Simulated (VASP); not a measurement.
A run of VASP 6.6.1:

INCAR

```
SYSTEM = Re
PREC = Accurate ; ENCUT = 520
EDIFF = 1E-8 ; ISMEAR = -1
SIGMA = 0.05 ; LREAL = .FALSE.
LASPH = .TRUE. ; NELM = 60
ALGO = Normal ; ISIF = 2
LWAVE = .FALSE. ; LCHARG = .FALSE.
GGA = PE ; LEFG = .TRUE.
NBANDS = 14
```

Contents of KPOINTS:

```
regular mesh
0
G
  14 14 8
  0 0 0
```

File POSCAR:

```
Re
1.0
    2.6029010724      0.0000000000      0.0000000000
   -1.3014505362      2.2541784522      0.0000000000
    0.0000000000      0.0000000000      4.0371400000
Re
2
Direct
    0.3333333333      0.6666666667      0.2500000000
    0.6666666667      0.3333333333      0.7500000000
```

Potentials or basis: VASP PAW PBE potentials, release 64 (Re).

Command:

```bash
$ cat potpaw_PBE.64/Re/POTCAR > POTCAR
$ mpirun -np 1 vasp_std > vasp.out
```

Hardware: 1 thread of Intel(R) Xeon(R) Platinum 8488C (Sapphire Rapids), on a shared host.

Problem. How long does it take, and how much memory?

Solution. It took 45 s on 1 thread of Intel(R) Xeon(R) Platinum 8488C (Sapphire Rapids) (shared host), peak memory 0.15 GiB. Counts: scf iterations 15, k points 120.
